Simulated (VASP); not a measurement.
# Re (Fd-3m) in VASP: notebook

The runs below take Re through single point, with PBE.

All numbers are computed with VASP 6.6.1; they aren't measurements. Logs are shortened: lines on timing, memory, paths and dates and some standing lists are left out, and cuts for length are marked.

### Step 1. The cell of the first run

Symmetry: Fd-3m, No. 227, cubic system. Conventional cell: a = 5.799 Å, b = 5.799 Å, c = 5.799 Å, α = 90.00°, β = 90.00°, γ = 90.00°. Within 3.3 Å of Re (site symmetry -43m) lie 4 Re at 2.51 Å.

This isn't the form of Re at room conditions, which is hcp.

### Step 2. Single point, PBE (24.37 Å³/atom)

Contents of INCAR:

```
PREC = Accurate
ENCUT = 560
EDIFF = 1E-6
ISMEAR = -1
SIGMA = 0.1
LREAL = F
LASPH = T
NELM = 120
ALGO = Normal
ISIF = 2
LWAVE = F
LCHARG = F
GGA = PE
NBANDS = 22
GGA_COMPAT = F
```

Contents of KPOINTS:

```
regular mesh
0
Gamma
  16 16 16
```

Contents of POSCAR:

```
Re
1.0
    0.0000000000      2.8994027923      2.8994027923
    2.8994027923      0.0000000000      2.8994027923
    2.8994027923      2.8994027923      0.0000000000
Re
2
Direct
    0.1250000000      0.1250000000      0.1250000000
    0.8750000000      0.8750000000      0.8750000000
```

Potentials or basis: VASP PAW PBE potentials, release 64 (Re_sv_GW).

Command:

```
$ cat potpaw_PBE.64/Re_sv_GW/POTCAR > POTCAR
$ mpirun -np 1 vasp_std > vasp.out
```

OUTCAR:

```text
PREC = Accurate
   ENCUT = 560
   EDIFF = 1E-6
   ISMEAR = -1
   LREAL = F
   LASPH = T
   NELM = 120
   ISIF = 2
   GGA = PE

 ion  position               nearest neighbor table
   1  0.125  0.125  0.125-   2 2.51   2 2.51   2 2.51   2 2.51
   2  0.875  0.875  0.875-   1 2.51   1 2.51   1 2.51   1 2.51

  LATTYP: Found a face centered cubic cell.
 ALAT       =     5.7988055846

  Lattice vectors:

 A1 = (   0.0000000000,   2.8994027923,   2.8994027923)
 A2 = (   2.8994027923,   0.0000000000,   2.8994027923)
 A3 = (   2.8994027923,   2.8994027923,   0.0000000000)

Analysis of symmetry for initial positions (statically):
=====================================================================
 Subroutine PRICEL returns:
 Original cell was already a primitive cell.

 Routine SETGRP: Setting up the symmetry group for a
 face centered cubic supercell.

 Subroutine GETGRP returns: Found 48 space group operations
 (whereof 12 operations were pure point group operations)
 out of a pool of 48 trial point group operations.

The static configuration has the point symmetry D_3d.
 The point group associated with its full space group is O_h .

Analysis of symmetry for dynamics (positions and initial velocities):
=====================================================================
 Subroutine PRICEL returns:
 Original cell was already a primitive cell.

 Routine SETGRP: Setting up the symmetry group for a
 face centered cubic supercell.

 Subroutine GETGRP returns: Found 48 space group operations
 (whereof 12 operations were pure point group operations)
 out of a pool of 48 trial point group operations.

The dynamic configuration has the point symmetry D_3d.
 The point group associated with its full space group is O_h .

 Subroutine INISYM returns: Found 48 space group operations
 (whereof 12 operations are pure point group operations),
 and found     1 'primitive' translations

----------------------------------------------------------------------------------------

                                     Primitive cell

  volume of cell :      48.7479

  direct lattice vectors                    reciprocal lattice vectors
     0.000000000  2.899402792  2.899402792    -0.172449306  0.172449306  0.172449306
     2.899402792  0.000000000  2.899402792     0.172449306 -0.172449306  0.172449306
     2.899402792  2.899402792  0.000000000     0.172449306  0.172449306 -0.172449306

  length of vectors
     4.100374752  4.100374752  4.100374752     0.298690960  0.298690960  0.298690960

  position of ions in fractional coordinates (direct lattice)
     0.125000000  0.125000000  0.125000000
     0.875000000  0.875000000  0.875000000

  ion indices of the primitive-cell ions
   primitive index   ion index
                 1           1
                 2           2

----------------------------------------------------------------------------------------

 KPOINTS: regular mesh

Automatic generation of k-mesh.
 Grid dimensions read from file:
 generate k-points for:   16   16   16

 Generating k-lattice:

  Cartesian coordinates                     Fractional coordinates (reciprocal lattice)
    -0.010778082  0.010778082  0.010778082     0.062500000  0.000000000  0.000000000
     0.010778082 -0.010778082  0.010778082     0.000000000  0.062500000  0.000000000
     0.010778082  0.010778082 -0.010778082     0.000000000  0.000000000  0.062500000

  Length of vectors
     0.018668185  0.018668185  0.018668185

  Shift w.r.t. Gamma in fractional coordinates (k-lattice)
     0.000000000  0.000000000  0.000000000

 Subroutine IBZKPT returns following result:
 ===========================================

 Found    145 irreducible k-points:

 Following reciprocal coordinates:
            Coordinates               Weight
  0.000000  0.000000  0.000000      1.000000
  0.062500  0.000000  0.000000      8.000000
  0.125000  0.000000  0.000000      8.000000
  0.187500  0.000000  0.000000      8.000000
  0.250000  0.000000  0.000000      8.000000
  0.312500  0.000000  0.000000      8.000000
[... 16 lines left out ...]
 -0.125000  0.062500  0.000000     24.000000
 -0.062500  0.062500  0.000000     12.000000
 [... further k-points ...]
   k-points           NKPTS =    145   k-points in BZ     NKDIM =    145   number of bands    NBANDS=     22
   number of dos      NEDOS =    301   number of ions     NIONS =      2
   total plane-waves  NPLWV =  32768
   dimension x,y,z NGX =    32 NGY =   32 NGZ =   32
   dimension x,y,z NGXF=    64 NGYF=   64 NGZF=   64
   ions per type =               2
   NGX,Y,Z   is equivalent  to a cutoff of  12.97, 12.97, 12.97 a.u.
   NGXF,Y,Z  is equivalent  to a cutoff of  25.95, 25.95, 25.95 a.u.
 SYSTEM =  unknown system
   PREC   = accura    normal or accurate (medium, high low for compatibility)
   ISTART =      0    job   : 0-new  1-cont  2-samecut
   ICHARG =      2    charge: 1-file 2-atom 10-const
   ISPIN  =      1    spin polarized calculation?
   LNONCOLLINEAR =      F non collinear calculations
   LSORBIT =      F    spin-orbit coupling
   LASPH  =      T    aspherical Exc in radial PAW
   ENCUT  =  560.0 eV  41.16 Ry    6.42 a.u.   7.91  7.91  7.91*2*pi/ulx,y,z
   NELM   =    120;   NELMIN=  2; NELMDL= -5     # of ELM steps
   EDIFF  = 0.1E-05   stopping-criterion for ELM
   LREAL  =      F    real-space projection
[... 7 lines left out ...]
   TEBEG  =    0.0;   TEEND  =   0.0 temperature during run
   PSTRESS=    0.0 pullay stress
   NELECT =      30.0000    total number of electrons
   NUPDOWN=      -1.0000    fix difference up-down
   EMIN   =  10.00;   EMAX   =-10.00  energy-range for DOS
   EFERMI =   0.00;   METHOD = LEGACY
   ISMEAR =    -1;   SIGMA  =   0.10  broadening in eV -4-tet -1-fermi 0-gaus
   EFERMI_NEDOS =   21; number of points for ismear=-14 and -15
   IALGO  =     38    algorithm
   IMIX   =      4    mixing-type and parameters
     AMIX     =   0.40;   BMIX     =  1.00
     AMIX_MAG =   1.60;   BMIX_MAG =  1.00
  volume/ion in A,a.u.               =      24.37       164.48
  Fermi-wavevector in a.u.,A,eV,Ry     =   1.392505  2.631452 26.382643  1.939070
  Thomas-Fermi vector in A             =   2.516241
   LORBIT       =      0    0 simple, 1 ext, 2 COOP (PROOUT), +10 PAW based schemes
   GGA     = PE    functional components
   LHFCALC =     F    Hartree Fock is set to
   AEXX    =    0.0000 exact exchange contribution
   IVDW    =     0    specifies the selected vdW correction
   LEPSILON=     F    determine dielectric tensor
   LRPA    =     F    only Hartree local field effects (RPA)
 non-spin polarized calculation
  energy-cutoff  :      560.00
  volume of cell :       48.75
 maximum number of plane-waves:      1480
   NGX = 15   NGY = 15   NGZ = 15

 number of electron      30.0000005 magnetization

 Free energy of the ion-electron system (eV)
  ---------------------------------------------------
  ext. energy  EPLUGINS =         0.00000000
  ---------------------------------------------------
  free energy    TOTEN  =       -24.77261912 eV

  energy without entropy =      -24.72390042  energy(sigma->0) =      -24.74825977

 E-fermi :   5.9299     XC(G=0): -10.9218

 val. band max:        5.9169863209   @ k =  -0.4375   0.5000   0.0625
 cond. band min:       5.9428927445   @ k =  -0.4375   0.4375   0.0000
 fundamental gap:      0.0259064236
 Fermi energy:         5.9298997913

 k-point     1 :       0.0000    0.0000    0.0000
  band No.  band energies     occupation
      1     -73.7189      2.00000
      2     -73.4820      2.00000
      3     -35.8093      2.00000
      4     -35.8093      2.00000
      5     -35.8093      2.00000
      6     -35.0666      2.00000
[... 14 lines left out ...]
     21      16.6976      0.00000
     22      18.2206      0.00000

 k-point     2 :       0.0625    0.0000    0.0000
  band No.  band energies     occupation
      1     -73.7172      2.00000
      2     -73.4837      2.00000
      3     -35.8125      2.00000
      4     -35.8125      2.00000
      5     -35.8083      2.00000
      6     -35.0677      2.00000
[... 14 lines left out ...]
     21      16.6984      0.00000
     22      18.2268      0.00000

 k-point     3 :       0.1250    0.0000    0.0000
  band No.  band energies     occupation
      1     -73.7122      2.00000
      2     -73.4886      2.00000
      3     -35.8214      2.00000
      4     -35.8214      2.00000
      5     -35.8056      2.00000
      6     -35.0710      2.00000
[... 14 lines left out ...]
     21      16.5011      0.00000
     22      17.9366      0.00000

 k-point     4 :       0.1875    0.0000    0.0000
  band No.  band energies     occupation
      1     -73.7043      2.00000
      2     -73.4967      2.00000
      3     -35.8346      2.00000
      4     -35.8346      2.00000
      5     -35.8021      2.00000
      6     -35.0760      2.00000
[... 14 lines left out ...]
     21      16.0648      0.00000
     22      17.5172      0.00000

 k-point     5 :       0.2500    0.0000    0.0000
  band No.  band energies     occupation
      1     -73.6943      2.00000
      2     -73.5072      2.00000
      3     -35.8498      2.00000
      4     -35.8498      2.00000
      5     -35.7985      2.00000
      6     -35.0820      2.00000
[... 417 lines left out ...]
 k-point    22 :      -0.1875    0.0625    0.0000
  band No.  band energies     occupation
      1     -73.6998      2.00000
      2     -73.5015      2.00000
      3     -35.8554      2.00000
      4     -35.8365      2.00000
      5     -35.7908      2.00000
      6     -35.0884      2.00000
[... 14 lines left out ...]
     21      15.8793      0.00000
     22      16.4725      0.00000

 k-point    23 :      -0.1250    0.0625    0.0000
  band No.  band energies     occupation
      1     -73.7084      2.00000
      2     -73.4925      2.00000
      3     -35.8384      2.00000
      4     -35.8236      2.00000
      5     -35.7972      2.00000
      6     -35.0800      2.00000
[... 14 lines left out ...]
     21      16.2578      0.00000
     22      17.0916      0.00000

 k-point    24 :      -0.0625    0.0625    0.0000
  band No.  band energies     occupation
      1     -73.7144      2.00000
      2     -73.4865      2.00000
      3     -35.8233      2.00000
      4     -35.8150      2.00000
      5     -35.8035      2.00000
      6     -35.0728      2.00000
[... 14 lines left out ...]
     21      16.7204      0.00000
     22      17.7892      0.00000

 [... further k-points ...]
[... 5 lines left out ...]
  --------------------------------------------------------------------------------------
  -------------------------------------------------------------------------------------
  Total       -3.8079029     -3.8079029     -3.8079029     -0.0000000      0.0000000     -0.0000000
  in kB     -125.1528653   -125.1528653   -125.1528653     -0.0000000      0.0000000     -0.0000000
  external PRESSURE =    -125.1528653 kB  Pullay stress =       0.0000000 kB

 VOLUME and BASIS-vectors are now :
 -----------------------------------------------------------------------------
  energy-cutoff  :      560.00
  volume of cell :       48.75
      direct lattice vectors                 reciprocal lattice vectors
     0.000000000  2.899402792  2.899402792    -0.172449306  0.172449306  0.172449306
     2.899402792  0.000000000  2.899402792     0.172449306 -0.172449306  0.172449306
     2.899402792  2.899402792  0.000000000     0.172449306  0.172449306 -0.172449306

 POSITION                                       TOTAL-FORCE (eV/Angst)
 -----------------------------------------------------------------------------------
      0.72485      0.72485      0.72485         0.000000      0.000000      0.000000
      5.07395      5.07395      5.07395        -0.000000     -0.000000     -0.000000
 -----------------------------------------------------------------------------------
    total drift:                                0.000000      0.000000     -0.000000

  FREE ENERGIE OF THE ION-ELECTRON SYSTEM (eV)
  ---------------------------------------------------
  free  energy   TOTEN  =       -24.7726191221 eV

  energy  without entropy=      -24.7239004195  energy(sigma->0) =      -24.74825977
```

Wall time 53 s (1 thread of Intel Xeon 6975P-C (Granite Rapids), shared host); peak memory 0.28 GiB.

Results:

| Quantity | Value |
| --- | --- |
| Free energy | -24.7726 eV |
| Pressure | -12.5 GPa |
| Band gap on the k mesh | zero (bands 15 and 16 overlap by 1.32 eV) |

Levels at points of the mesh, in eV from the Fermi level:
| k point | band 11 | band 12 | band 13 | band 14 | band 15 | band 16 | band 17 | band 18 | band 19 | band 20 |
| --- | --- | --- | --- | --- | --- | --- | --- | --- | --- | --- |
| (0.00, 0.00, 0.00) | -2.65 | -2.08 | -2.08 | -2.08 | 0.60 | 0.60 | 0.60 | 3.66 | 3.66 | 10.70 |
| (0.50, 0.00, 0.00) | -2.38 | -2.38 | -2.24 | -2.24 | -0.87 | 1.51 | 1.51 | 2.93 | 2.93 | 3.69 |
| (0.50, 0.50, 0.00) | -2.18 | -2.18 | -1.95 | -1.95 | 0.04 | 0.04 | 3.28 | 3.28 | 4.21 | 4.21 |

Caveat: the cell stands under tension; spin-orbit coupling is left out, which moves the levels of the heavy elements.

### Step 3. Single point, PBE (19.86 Å³/atom)

This run uses another cell than the first one, of 19.86 Å³/atom.

Contents of INCAR:

```
SYSTEM = Re
PREC     = Accurate       ! precision mode
ENCUT    = 560            ! plane-wave cutoff, eV
EDIFF    = 1E-6           ! SCF threshold, eV
ISMEAR   = -1             ! smearing method
SIGMA    = 0.1            ! smearing width, eV
LREAL    = .FALSE.        ! projectors in reciprocal space
LASPH    = .TRUE.         ! aspherical terms in the spheres
NELM     = 120            ! most SCF steps
ALGO     = Normal         ! electronic algorithm
ISIF     = 2              ! what is computed and relaxed
LWAVE    = .FALSE.        ! write WAVECAR
LCHARG   = .FALSE.        ! write CHGCAR
GGA      = PE             ! functional
NBANDS   = 22             ! bands
GGA_COMPAT= .FALSE.
```

Contents of KPOINTS:

```
Automatic mesh
0
G
  16 16 16
  0 0 0
```

Contents of POSCAR:

```
Re
1.0
    0.0000000000      2.7080802198      2.7080802198
    2.7080802198      0.0000000000      2.7080802198
    2.7080802198      2.7080802198      0.0000000000
Re
2
Direct
    0.1250000000      0.1250000000      0.1250000000
    0.8750000000      0.8750000000      0.8750000000
```

Potentials or basis: VASP PAW PBE potentials, release 64 (Re_sv_GW).

Command:

```
$ cat potpaw_PBE.64/Re_sv_GW/POTCAR > POTCAR
$ mpirun -np 1 vasp_std > vasp.out
```

Run time: 1.8 min. Hardware: 1 thread of Intel Xeon Platinum 8259CL at 2.50GHz (Skylake/Cascade Lake), shared host; peak memory 0.26 GiB.

It converged, with:

| Item | Value |
| --- | --- |
| Free energy | -24.4587 eV |
| Pressure | 28.8 GPa |
| Band gap on the k mesh | zero (bands 15 and 16 overlap by 1.63 eV) |

Levels at points of the mesh, in eV from the Fermi level:
```tsv
k point	band 12	band 13	band 14	band 15	band 16	band 17	band 18	band 19
(0.00, 0.00, 0.00)	-2.49	-2.49	-2.49	0.75	0.75	0.75	4.87	4.87
(0.50, 0.00, 0.00)	-3.24	-2.83	-2.83	-0.85	2.02	2.02	3.81	3.81
(0.50, 0.50, 0.00)	-2.77	-1.81	-1.81	-0.14	-0.14	4.23	4.23	5.06
```

Caveat: the cell stands under pressure; spin-orbit coupling is left out, which moves the levels of the heavy elements.

The gap in the log of VASP goes by the Fermi energy; the results here count the filled bands.